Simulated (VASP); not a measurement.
Crystal: Pb.

```
CELL_PARAMETERS angstrom
0.00000 2.47502 2.47502
2.47502 0.00000 2.47502
2.47502 2.47502 0.00000
ATOMIC_POSITIONS crystal
Pb 0.00000 0.00000 0.00000
```

```yaml
Program: VASP 6.6.1
Task: relaxation of cell and atoms
Functional: r2SCAN
Potentials_or_basis: VASP PAW PBE potentials, release 64 (Pb_d)
Cutoff: 600 eV
k_mesh: 14 × 14 × 14
Occupations: gaussian, width 0.1 eV
Spin: no spin polarisation
```

At the start: pressure 1.3 GPa; volume 30.32 Å³/atom.

Question: How do energy, volume and symmetry change on relaxing?

Answer: Over 3 steps the energy falls by 3.5 meV/atom and the volume is 31.19 Å³/atom (+2.9 %); space group Fm-3m (No. 225, to 0.05 Å).

The path:
```tsv
step	energy change (eV)	largest force (eV/Å)	pressure (GPa)	volume (Å³)
1	0.0000	0.0000	1.34	30.32
2	-0.0033	0.0000	-0.36	31.45
3	-0.0035	0.0000	0.01	31.19
```

Final structure:
```
CELL_PARAMETERS angstrom
0.00000 2.49847 2.49847
2.49847 0.00000 2.49847
2.49847 2.49847 0.00000
ATOMIC_POSITIONS crystal
Pb 0.00000 0.00000 0.00000
```

Caveat: the PAW data sets were made with another functional, which shifts forces and pressure a little.
